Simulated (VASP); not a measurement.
# ZrAl3N4 (Pm-3m) in VASP: a series of runs, part 2 of 2

VASP 6.6.1.

**3. Relaxation of cell and atoms, PBE**

The COD entry that gives the cell may itself be a prediction, so a difference from it is no test against experiment.

This run uses another cell than the first one, of 13.11 Å³/atom, 1.322 times its volume.

File INCAR:

```
SYSTEM = ZrAl3N4
PREC     = Accurate       ! precision mode
ENCUT    = 600            ! plane-wave cutoff, eV
EDIFF    = 1E-6           ! SCF threshold, eV
ISMEAR   = 0              ! smearing method
SIGMA    = 0.1            ! smearing width, eV
LREAL    = .False.        ! projectors in reciprocal space
LASPH    = .True.         ! aspherical terms in the spheres
NELM     = 80             ! most SCF steps
ALGO     = Normal         ! electronic algorithm
ISIF     = 3              ! what is computed and relaxed
LWAVE    = .False.        ! write WAVECAR
LCHARG   = .False.        ! write CHGCAR
GGA      = PE             ! functional
IBRION   = 2              ! ionic algorithm
NSW      = 90             ! ionic steps
EDIFFG   = -0.04          ! ionic threshold
```

File KPOINTS:

```
regular mesh
0
Gamma
  4 4 4
  0 0 0
```

File POSCAR:

```
ZrAl3N4
1.0
    4.7163717700      0.0000000000      0.0000000000
    0.0000000000      4.7163717700      0.0000000000
    0.0000000000      0.0000000000      4.7163717700
Zr Al N
1 3 4
Direct
    0.0000000000      0.0000000000      0.0000000000
    0.5000000000      0.0000000000      0.5000000000
    0.5000000000      0.5000000000      0.0000000000
    0.0000000000      0.5000000000      0.5000000000
    0.0000000000      0.5000000000      0.0000000000
    0.5000000000      0.5000000000      0.5000000000
    0.0000000000      0.0000000000      0.5000000000
    0.5000000000      0.0000000000      0.0000000000
```

Potentials or basis: VASP PAW PBE potentials, release 64 (Zr_sv, Al, N).

The run is started by

```
$ cat potpaw_PBE.64/Zr_sv/POTCAR potpaw_PBE.64/Al/POTCAR potpaw_PBE.64/N/POTCAR > POTCAR
$ mpirun -np 1 vasp_std > vasp.out
```

OUTCAR:

```text
SYSTEM = ZrAl3N4
   PREC = Accurate
   ENCUT = 600
   EDIFF = 1E-6
   ISMEAR = 0
   LREAL = .False.
   LASPH = .True.
   NELM = 80
   ISIF = 3
   GGA = PE
   IBRION = 2
   NSW = 90
   EDIFFG = -0.04

 ion  position               nearest neighbor table
   1  0.000  0.000  0.000-   5 2.36   7 2.36   8 2.36   7 2.36   5 2.36   8 2.36   2 3.33   4 3.33
                             2 3.33   3 3.33   4 3.33   3 3.33   4 3.33   2 3.33   3 3.33   4 3.33
   2  0.500  0.000  0.500-   6 2.36   7 2.36   8 2.36   8 2.36   6 2.36   7 2.36   1 3.33   3 3.33
                             1 3.33   3 3.33   4 3.33   3 3.33   3 3.33   1 3.33   4 3.33   4 3.33
   3  0.500  0.500  0.000-   5 2.36   6 2.36   8 2.36   6 2.36   8 2.36   5 2.36   2 3.33   4 3.33
                             1 3.33   1 3.33   2 3.33   2 3.33   2 3.33   1 3.33   4 3.33   4 3.33
   4  0.000  0.500  0.500-   5 2.36   6 2.36   7 2.36   5 2.36   7 2.36   6 2.36   1 3.33   3 3.33
                             1 3.33   1 3.33   2 3.33   2 3.33   1 3.33   2 3.33   3 3.33   3 3.33
   5  0.000  0.500  0.000-   1 2.36   3 2.36   4 2.36   4 2.36   1 2.36   3 2.36
   6  0.500  0.500  0.500-   2 2.36   3 2.36   4 2.36   3 2.36   2 2.36   4 2.36
   7  0.000  0.000  0.500-   1 2.36   2 2.36   4 2.36   1 2.36   4 2.36   2 2.36
   8  0.500  0.000  0.000-   1 2.36   2 2.36   3 2.36   2 2.36   3 2.36   1 2.36

  LATTYP: Found a simple cubic cell.
 ALAT       =     4.7163717700

  Lattice vectors:

 A1 = (   4.7163717700,   0.0000000000,   0.0000000000)
 A2 = (   0.0000000000,   4.7163717700,   0.0000000000)
 A3 = (   0.0000000000,   0.0000000000,   4.7163717700)

Analysis of symmetry for initial positions (statically):
=====================================================================
 Subroutine PRICEL returns:
 Original cell was already a primitive cell.

 Routine SETGRP: Setting up the symmetry group for a
 simple cubic supercell.

 Subroutine GETGRP returns: Found 48 space group operations
 (whereof 48 operations were pure point group operations)
 out of a pool of 48 trial point group operations.

The static configuration has the point symmetry O_h .

Analysis of symmetry for dynamics (positions and initial velocities):
=====================================================================
 Subroutine PRICEL returns:
 Original cell was already a primitive cell.

 Routine SETGRP: Setting up the symmetry group for a
 simple cubic supercell.

 Subroutine GETGRP returns: Found 48 space group operations
 (whereof 48 operations were pure point group operations)
 out of a pool of 48 trial point group operations.

The dynamic configuration has the point symmetry O_h .

 Subroutine INISYM returns: Found 48 space group operations
 (whereof 48 operations are pure point group operations),
 and found     1 'primitive' translations

----------------------------------------------------------------------------------------

                                     Primitive cell

  volume of cell :     104.9117

  direct lattice vectors                    reciprocal lattice vectors
     4.716371770  0.000000000  0.000000000     0.212027391  0.000000000  0.000000000
     0.000000000  4.716371770  0.000000000     0.000000000  0.212027391  0.000000000
     0.000000000  0.000000000  4.716371770     0.000000000  0.000000000  0.212027391

  length of vectors
     4.716371770  4.716371770  4.716371770     0.212027391  0.212027391  0.212027391

  position of ions in fractional coordinates (direct lattice)
     0.000000000  0.000000000  0.000000000
     0.500000000  0.000000000  0.500000000
     0.500000000  0.500000000  0.000000000
     0.000000000  0.500000000  0.500000000
     0.000000000  0.500000000  0.000000000
     0.500000000  0.500000000  0.500000000
     0.000000000  0.000000000  0.500000000
     0.500000000  0.000000000  0.000000000

  ion indices of the primitive-cell ions
[... 25 lines left out ...]
  Length of vectors
     0.053006848  0.053006848  0.053006848

  Shift w.r.t. Gamma in fractional coordinates (k-lattice)
     0.000000000  0.000000000  0.000000000

 Subroutine IBZKPT returns following result:
 ===========================================

 Found     10 irreducible k-points:

 Following reciprocal coordinates:
            Coordinates               Weight
  0.000000  0.000000  0.000000      1.000000
  0.250000  0.000000  0.000000      6.000000
  0.500000  0.000000  0.000000      3.000000
  0.250000  0.250000  0.000000     12.000000
  0.500000  0.250000  0.000000     12.000000
  0.500000  0.500000  0.000000      3.000000
  0.250000  0.250000  0.250000      8.000000
  0.500000  0.250000  0.250000     12.000000
  0.500000  0.500000  0.250000      6.000000
  0.500000  0.500000  0.500000      1.000000
   k-points           NKPTS =     10   k-points in BZ     NKDIM =     10   number of bands    NBANDS=     25
   number of dos      NEDOS =    301   number of ions     NIONS =      8
   total plane-waves  NPLWV =  64000
   dimension x,y,z NGX =    40 NGY =   40 NGZ =   40
   dimension x,y,z NGXF=    80 NGYF=   80 NGZF=   80
   ions per type =               1   3   4
   NGX,Y,Z   is equivalent  to a cutoff of  14.10, 14.10, 14.10 a.u.
   NGXF,Y,Z  is equivalent  to a cutoff of  28.20, 28.20, 28.20 a.u.
 SYSTEM =  ZrAl3N4
   PREC   = accura    normal or accurate (medium, high low for compatibility)
   ISTART =      0    job   : 0-new  1-cont  2-samecut
   ICHARG =      2    charge: 1-file 2-atom 10-const
   ISPIN  =      1    spin polarized calculation?
   LNONCOLLINEAR =      F non collinear calculations
   LSORBIT =      F    spin-orbit coupling
   LASPH  =      T    aspherical Exc in radial PAW
   ENCUT  =  600.0 eV  44.10 Ry    6.64 a.u.   9.42  9.42  9.42*2*pi/ulx,y,z
   NELM   =     80;   NELMIN=  2; NELMDL= -5     # of ELM steps
   EDIFF  = 0.1E-05   stopping-criterion for ELM
   LREAL  =      F    real-space projection
   EDIFFG = -.4E-01   stopping-criterion for IOM
   NSW    =     90    number of steps for IOM
   IBRION =      2    ionic relax: 0-MD 1-quasi-New 2-CG
   NFREE  =      1    steps in history (QN), initial steepest desc. (CG)
   ISIF   =      3    stress and relaxation
   ISYM   =      2    0-nonsym 1-usesym 2-fastsym
   POTIM  = 0.5000    time-step for ionic-motion
   TEBEG  =    0.0;   TEEND  =   0.0 temperature during run
   PSTRESS=    0.0 pullay stress
   NELECT =      41.0000    total number of electrons
   NUPDOWN=      -1.0000    fix difference up-down
   EMIN   =  10.00;   EMAX   =-10.00  energy-range for DOS
   EFERMI =   0.00;   METHOD = LEGACY
   ISMEAR =     0;   SIGMA  =   0.10  broadening in eV -4-tet -1-fermi 0-gaus
   EFERMI_NEDOS =   21; number of points for ismear=-14 and -15
   IALGO  =     38    algorithm
   IMIX   =      4    mixing-type and parameters
     AMIX     =   0.40;   BMIX     =  1.00
     AMIX_MAG =   1.60;   BMIX_MAG =  1.00
  volume/ion in A,a.u.               =      13.11        88.50
  Fermi-wavevector in a.u.,A,eV,Ry     =   1.196910  2.261832 19.491612  1.432593
  Thomas-Fermi vector in A             =   2.332838
   LORBIT       =      0    0 simple, 1 ext, 2 COOP (PROOUT), +10 PAW based schemes
   GGA     = PE    functional components
   LHFCALC =     F    Hartree Fock is set to
   AEXX    =    0.0000 exact exchange contribution
   IVDW    =     0    specifies the selected vdW correction
   LEPSILON=     F    determine dielectric tensor
   LRPA    =     F    only Hartree local field effects (RPA)
 conjugate gradient relaxation of ions
 non-spin polarized calculation
 Gauss-broadening in eV      SIGMA  =   0.10
  energy-cutoff  :      600.00
  volume of cell :      104.91
 maximum number of plane-waves:      3532
 NGX is ok and might be reduce to    40
   NGX = 19   NGY = 19   NGZ = 19

--------------------------------------- Ionic step        1  -------------------------------------------

 number of electron      41.0000001 magnetization

 Free energy of the ion-electron system (eV)
  ---------------------------------------------------
  ext. energy  EPLUGINS =         0.00000000
  ---------------------------------------------------
  free energy    TOTEN  =       -57.58821759 eV

  energy without entropy =      -57.57307365  energy(sigma->0) =      -57.58064562

 E-fermi :   8.2055     XC(G=0): -10.7469

 val. band max:        8.1553092445   @ k =   0.2500   0.2500   0.0000
 cond. band min:       8.2217928974   @ k =   0.2500   0.0000   0.0000
 fundamental gap:      0.0664836529
 Fermi energy:         8.2054715332

 k-point     1 :       0.0000    0.0000    0.0000
  band No.  band energies     occupation
      1     -42.2818      2.00000
      2     -20.2933      2.00000
      3     -20.2933      2.00000
      4     -20.2933      2.00000
      5      -8.1057      2.00000
      6      -6.5798      2.00000
[... 394 lines left out ...]
--------------------------------------- Ionic step        4  -------------------------------------------

 number of electron      41.0000003 magnetization

 Free energy of the ion-electron system (eV)
  ---------------------------------------------------
  ext. energy  EPLUGINS =         0.00000000
  ---------------------------------------------------
  free energy    TOTEN  =       -60.89143324 eV

  energy without entropy =      -60.86086882  energy(sigma->0) =      -60.87615103

 E-fermi :  12.3985     XC(G=0): -12.0101

 val. band max:       12.3692843155   @ k =   0.2500   0.0000   0.0000
 cond. band min:      12.4046773355   @ k =   0.2500   0.2500   0.0000
 fundamental gap:      0.0353930200
 Fermi energy:        12.3985455659

 k-point     1 :       0.0000    0.0000    0.0000
  band No.  band energies     occupation
      1     -37.3161      2.00000
      2     -15.6930      2.00000
      3     -15.6930      2.00000
      4     -15.6930      2.00000
      5      -6.8528      2.00000
      6      -4.5150      2.00000
[... 304 lines left out ...]
  FREE ENERGIE OF THE ION-ELECTRON SYSTEM (eV)
  ---------------------------------------------------
  free  energy   TOTEN  =       -60.8914332354 eV

  energy  without entropy=      -60.8608688151  energy(sigma->0) =      -60.87615103

 reached required accuracy - stopping structural energy minimisation
```

Run time: 64 s. Hardware: 1 thread of Intel Xeon 6975P-C (Granite Rapids), shared host; peak memory 0.26 GiB.

What came out:

| Property | Result |
| --- | --- |
| Free energy | -60.8914 eV |
| Relaxed volume | 9.90 Å³/atom |
| Relaxed cell | a = 4.294 Å, b = 4.294 Å, c = 4.294 Å, α = 90.00°, β = 90.00°, γ = 90.00° |
| Space group after relaxing (to 0.05 Å) | Pm-3m (No. 221) |
| Energy gained by relaxing | 412.9 meV/atom |
| Ionic steps | 4 |
| Pressure after relaxing | 0.1 GPa |

Step by step:
```csv
step,energy change (eV),largest force (eV/Å),pressure (GPa),volume (Å³)
1,0.0000,0.0000,-32.84,104.91
2,-2.2216,0.0000,38.95,69.16
3,-3.3018,0.0000,-1.12,79.65
4,-3.3032,0.0000,0.10,79.19
```

Final structure:
```cif
data_structure
_symmetry_space_group_name_H-M 'P 1'
_symmetry_Int_Tables_number 1
_cell_length_a 4.2943
_cell_length_b 4.2943
_cell_length_c 4.2943
_cell_angle_alpha 90.000
_cell_angle_beta 90.000
_cell_angle_gamma 90.000
_cell_volume 79.19
loop_
_atom_site_label
_atom_site_type_symbol
_atom_site_fract_x
_atom_site_fract_y
_atom_site_fract_z
_atom_site_occupancy
Zr1 Zr 0.00000 0.00000 0.00000 1
Al1 Al 0.50000 0.00000 0.50000 1
Al2 Al 0.50000 0.50000 0.00000 1
Al3 Al 0.00000 0.50000 0.50000 1
N1 N 0.00000 0.50000 0.00000 1
N2 N 0.50000 0.50000 0.50000 1
N3 N 0.00000 0.00000 0.50000 1
N4 N 0.50000 0.00000 0.00000 1
```

Caveat: the volume moved by over 15 % at a fixed basis, so the end points are rough; the bands computed are all filled at some k points, so no gap is given.

**4. Relaxation of cell and atoms, PBE**

File INCAR:

```
SYSTEM = ZrAl3N4
PREC = Accurate
ENCUT = 600
EDIFF = 1E-7
ISMEAR = 0
SIGMA = 0.1
LREAL = .FALSE.
LASPH = .TRUE.
NELM = 100
ALGO = Normal
ISIF = 3
LWAVE = .FALSE.
LCHARG = .FALSE.
GGA = PE
IBRION = 2
NSW = 100
EDIFFG = -0.01
```

File KPOINTS:

```
regular mesh
0
G
  10 10 10
  0 0 0
```

Edit POSCAR of step 3 so:

```diff
@@ -2,5 +2,5 @@
 1.0
-    4.7163717700      0.0000000000      0.0000000000
-    0.0000000000      4.7163717700      0.0000000000
-    0.0000000000      0.0000000000      4.7163717700
+    4.2975215348      0.0000000000      0.0000000000
+    0.0000000000      4.2975215348      0.0000000000
+    0.0000000000      0.0000000000      4.2975215348
 Zr Al N
```

The run is started by

```
$ cat potpaw_PBE.64/Zr_sv/POTCAR potpaw_PBE.64/Al/POTCAR potpaw_PBE.64/N/POTCAR > POTCAR
$ mpirun -np 1 vasp_std > vasp.out
```

Wall time 2.8 min (1 thread of Intel Xeon 6975P-C (Granite Rapids), shared host); peak memory 0.3 GiB.

Results (log left out):

- Free energy: -61.0598 eV
- Relaxed volume: 9.86 Å³/atom
- Relaxed cell: a = 4.288 Å, b = 4.288 Å, c = 4.288 Å, α = 90.00°, β = 90.00°, γ = 90.00°
- Space group after relaxing (to 0.05 Å): Pm-3m (No. 221)
- Energy gained by relaxing: 0.3 meV/atom
- Ionic steps: 3
- Pressure after relaxing: 0.0 GPa

The path:
| step | energy change (eV) | largest force (eV/Å) | pressure (GPa) | volume (Å³) |
| --- | --- | --- | --- | --- |
| 1 | 0.0000 | 0.0000 | -1.41 | 79.37 |
| 2 | -0.0003 | 0.0000 | 1.32 | 78.37 |
| 3 | -0.0023 | 0.0000 | 0.00 | 78.85 |

Final structure:
```
Zr Al N
1.0
     4.28812    0.00000    0.00000
     0.00000    4.28812    0.00000
     0.00000    0.00000    4.28812
Zr Al N
1 3 4
Direct
  0.00000 0.00000 0.00000
  0.50000 0.00000 0.50000
  0.50000 0.50000 0.00000
  0.00000 0.50000 0.50000
  0.00000 0.50000 0.00000
  0.50000 0.50000 0.50000
  0.00000 0.00000 0.50000
  0.50000 0.00000 0.00000
```

Levels at points of the mesh, in eV from the Fermi level:
```tsv
k point	band 16	band 17	band 18	band 19	band 20	band 21	band 22	band 23	band 24	band 25
(0.00, 0.00, 0.00)	-4.35	-4.35	-2.95	-2.95	-2.95	-1.31	-1.31	-1.31	-0.41	-0.41
(0.50, 0.00, 0.00)	-6.35	-4.97	-4.97	-3.35	-3.35	-0.88	2.13	2.13	2.54	2.59
(0.50, 0.50, 0.00)	-6.61	-4.33	-4.16	-4.16	-3.87	2.24	2.24	2.72	3.71	4.38
(0.50, 0.50, 0.50)	-4.44	-4.44	-4.27	-4.27	-4.27	1.50	2.05	2.05	2.05	3.58
```

Caveat: the bands computed are all filled at some k points, so no gap is given.

**5. Overview**

| task | spin | cell | k mesh | cutoff (eV) | pressure (GPa) | relaxed volume (Å³/atom) |
| --- | --- | --- | --- | --- | --- | --- |
| single point | collinear, ferromagnetic start | a = 4.298 Å, 8 atoms | 4 × 4 × 4 | 520 | 0.0 | - |
| relaxation of cell and atoms | off | relaxed from a = 4.716 Å, 8 atoms | 4 × 4 × 4 | 600 | 0.1 | 9.90 |
| relaxation of cell and atoms | off | relaxed from a = 4.298 Å, 8 atoms | 10 × 10 × 10 | 600 | 0.0 | 9.86 |

Alike in all rows: level PBE; potentials or basis VASP PAW PBE potentials, release 64 (Zr_sv, Al, N); smearing gaussian 0.1 eV.

Caveats: some runs use coarse meshes; the bands computed are all filled at some k points, so no gap is given (some runs); the volume moved by over 15 % at a fixed basis, so the end points are rough (some runs).

Total energies depend on the potentials used, so only differences within one code and one set of settings carry meaning.
